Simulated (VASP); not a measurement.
Crystal: BeGe6F3.

```
Be Ge F
1.0
    -3.57533    3.57533    3.57533
     3.57533   -3.57533    3.57533
     3.57533    3.57533   -3.57533
Be Ge F
1 6 3
Direct
  0.00000 0.00000 0.00000
  0.00000 0.74804 0.74804
  0.00000 0.25196 0.25196
  0.74804 0.00000 0.74804
  0.25196 0.00000 0.25196
  0.74804 0.74804 0.00000
  0.25196 0.25196 0.00000
  0.00000 0.50000 0.50000
  0.50000 0.00000 0.50000
  0.50000 0.50000 0.00000
```

| Property | Result |
| --- | --- |
| Program | VASP 6.6.1 |
| Task | relaxation of cell and atoms |
| Functional | PBE |
| Potentials or basis | VASP PAW PBE potentials, release 64 (Be, Ge_d, F) |
| Cutoff | 600 eV |
| k mesh | 4 × 4 × 4 |
| Occupations | gaussian, width 0.1 eV |
| Spin | no spin polarisation |

At the start: pressure 43.1 GPa; volume 18.28 Å³/atom.

**Question.** How do energy, volume and symmetry change on relaxing?

**Answer.** Over 7 steps the energy falls by 1186.6 meV/atom and the volume is 30.71 Å³/atom (+68.0 %); space group Im-3m (No. 229, to 0.05 Å).

Step by step:
```csv
step,energy change (eV),largest force (eV/Å),pressure (GPa),volume (Å³)
1,0.0000,3.1777,43.11,182.81
2,-10.1412,2.0909,-3.39,346.29
3,-10.9608,2.2037,2.88,288.58
4,-10.9782,2.2298,1.40,298.97
5,-11.7332,0.5914,-1.56,319.37
6,-11.7420,0.4346,-1.82,321.94
7,-11.8658,0.0196,-0.02,307.08
```

Final structure:
```yaml
crystal:
  lattice:
    - [-4.25010, 4.25010, 4.25010]
    - [4.25010, -4.25010, 4.25010]
    - [4.25010, 4.25010, -4.25010]
  atoms:
    - { symbol: Be, position: [0.00000, 0.00000, 0.00000] }
    - { symbol: Ge, position: [0.00000, 0.74671, 0.74671] }
    - { symbol: Ge, position: [0.00000, 0.25329, 0.25329] }
    - { symbol: Ge, position: [0.74671, 0.00000, 0.74671] }
    - { symbol: Ge, position: [0.25329, 0.00000, 0.25329] }
    - { symbol: Ge, position: [0.74671, 0.74671, 0.00000] }
    - { symbol: Ge, position: [0.25329, 0.25329, 0.00000] }
    - { symbol: F, position: [0.00000, 0.50000, 0.50000] }
    - { symbol: F, position: [0.50000, 0.00000, 0.50000] }
    - { symbol: F, position: [0.50000, 0.50000, 0.00000] }
```

Caveat: the volume moved by over 15 % at a fixed basis, so the end points are rough; an odd number of electrons without spin polarisation forces a metal; a magnetic or distorted state may lie lower.
